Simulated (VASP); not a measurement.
CsI, 2 atoms in the cell. It takes space group Pm-3m (No. 221, cubic). The conventional cell has a = 4.608 Å, b = 4.608 Å, c = 4.608 Å, α = 90.00°, β = 90.00°, γ = 90.00°. Within 5.2 Å of Cs (site symmetry m-3m) lie 8 I at 3.99 Å and 6 Cs at 4.61 Å. I (site symmetry m-3m) has 8 Cs at 3.99 Å and 6 I at 4.61 Å within 5.2 Å. 

* Program: VASP 6.6.1
* Task: single point
* Functional: PBE
* Potentials or basis: VASP PAW PBE potentials, release 64 (Cs_sv, I)
* Cutoff: 500 eV
* k mesh: 4 × 4 × 4
* Occupations: methfessel-paxton, width 0.5 eV
* Spin: no spin polarisation
* Dipole correction: no
* Further INCAR settings: ALGO = Normal; EDIFF = 1e-06; NBANDS = 15

Potentials or basis: VASP PAW PBE potentials, release 64 (Cs_sv, I).

Launch:

```console
$ cat potpaw_PBE.64/Cs_sv/POTCAR potpaw_PBE.64/I/POTCAR > POTCAR
$ mpirun -np 1 vasp_std > vasp.out
```

Hardware: 1 thread of Intel(R) Xeon(R) Platinum 8559C (Emerald Rapids) (shared host).

Estimate the wall time of this run.

Wall time 8 s on 1 thread of Intel(R) Xeon(R) Platinum 8559C (Emerald Rapids), with other jobs on the host, peak memory 0.2 GiB. Counts: scf iterations 13, k points 10.
